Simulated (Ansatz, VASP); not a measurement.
## MgAu: VASP beside Ansatz

Contents of INCAR:

```
ALGO = Normal ; EDIFF = 1E-6
ENCUT = 520 ; GGA = CA
ISIF = 2 ; ISMEAR = 1
LASPH = T ; LCHARG = T
LELF = T ; LREAL = F
LVHAR = T ; LWAVE = F
NBANDS = 14 ; NELM = 100
PREC = Accurate ; SIGMA = 0.1
```

The input KPOINTS:

```
k-points
0
Gamma
  9 9 9
```

File POSCAR:

```
MgAu
1.0
    3.2037520387      0.0000000000      0.0000000000
    0.0000000000      3.2037520387      0.0000000000
    0.0000000000      0.0000000000      3.2037520387
Mg Au
1 1
Direct
    0.5000000000      0.5000000000      0.5000000000
    0.0000000000      0.0000000000      0.0000000000
```

Input for Ansatz:

```yaml
crystal:
  lattice:
    - [3.203752038749989, 0.0, 0.0]
    - [0.0, 3.203752038749989, 0.0]
    - [0.0, 0.0, 3.203752038749989]
  atoms:
    - { symbol: Mg, position: [0.5, 0.5, 0.5] }
    - { symbol: Au, position: [0.0, 0.0, 0.0] }
accuracy: medium
basis:
  ecutwfc: 470.0
  ecutrho_ratio: 8
kpoints:
  mp_grid:
    grid: [9, 9, 9]
hamiltonian:
  xc: lda
scf:
  convergence:
    dr2_threshold: 1.0e-09
  mixing:
    algorithm: broyden
    beta: 0.1
  occupations:
    method: methfessel_paxton
  eigensolver:
    kind: davidson
output:
  stress: true
```

Alike in both runs: task single point; functional LDA; k mesh 9 × 9 × 9; no spin polarisation.

|  | VASP | Ansatz |
| --- | --- | --- |
| version | VASP 6.6.1 | Ansatz 0.2.0 |
| potentials or method | VASP PAW LDA potentials, release 64 (Mg, Au), cutoff 520 eV | plane waves, PAW |
| occupations | methfessel-paxton of order 1, width 0.1 eV | methfessel-paxton of order 1 |
| valence electrons in the cell | 13 | 29 |

Ansatz gave:

| Property | Result |
| --- | --- |
| pressure (GPa) | 1.4 |

Problem. Which values does VASP return?

Solution. Pressure (GPa): 1.1.

LDA's correlation is that of Perdew and Zunger in VASP and of Perdew and Wang (1992) in Ansatz. VASP's potentials hold 13 valence electrons a cell and Ansatz's 29, so a difference there can come from the potentials and not from the codes. Ansatz's warnings: stress scf threshold loose.

Neither program's run includes spin-orbit coupling.
